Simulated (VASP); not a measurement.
Write the native input for VASP 6.6.1 that does the following.

```yaml
Task: single point
Functional: PBEsol
Potentials_or_basis: VASP PAW PBE potentials, release 64 (Mo_sv, S)
Cutoff: 520 eV
k_mesh: 10 × 10 × 2
Occupations: fermi-dirac, width 0.05 eV
Spin: no spin polarisation
Dipole_correction: no
Further_INCAR_settings: ALGO = Normal; EDIFF = 1e-06; NBANDS = 35
```

The structure of MoS2 lies in POSCAR:

```
MoS2
1.0
    3.1409172176      0.0000000000      0.0000000000
   -1.5704586088      2.7201141016      0.0000000000
    0.0000000000      0.0000000000     21.5684852183
Mo S
2 4
Direct
    0.3333333333      0.6666666667      0.8542387401
    0.6666666667      0.3333333333      0.1457612599
    0.6666666667      0.3333333333      0.7820016685
    0.3333333333      0.6666666667      0.0734581177
    0.6666666667      0.3333333333      0.9265418823
    0.3333333333      0.6666666667      0.2179983315
```

One way to write it, as run:

INCAR

```
PREC = Accurate
ENCUT = 520
EDIFF = 1E-6
ISMEAR = -1
SIGMA = 0.05
LREAL = False
LASPH = True
NELM = 60
ALGO = Normal
ISIF = 2
LWAVE = False
LCHARG = True
GGA = PS
LELF = True
LVHAR = True
NBANDS = 35
```

KPOINTS

```
regular mesh
0
Gamma
  10 10 2
```

Potentials or basis: VASP PAW PBE potentials, release 64 (Mo_sv, S).

Run with:

```sh
$ cat potpaw_PBE.64/Mo_sv/POTCAR potpaw_PBE.64/S/POTCAR > POTCAR
$ mpirun -np 1 vasp_std > vasp.out
```

Results of the run:

```yaml
Band_gap_on_the_k_mesh: 1.45 eV (least direct gap 2.02 eV)
```

Caveat: there is no dipole correction, which matters where the two faces differ.

Wall time 2.4 min on 1 thread of AMD EPYC 9R45 96-Core Processor (Zen 5), with other jobs on the host, peak memory 0.34 GiB.
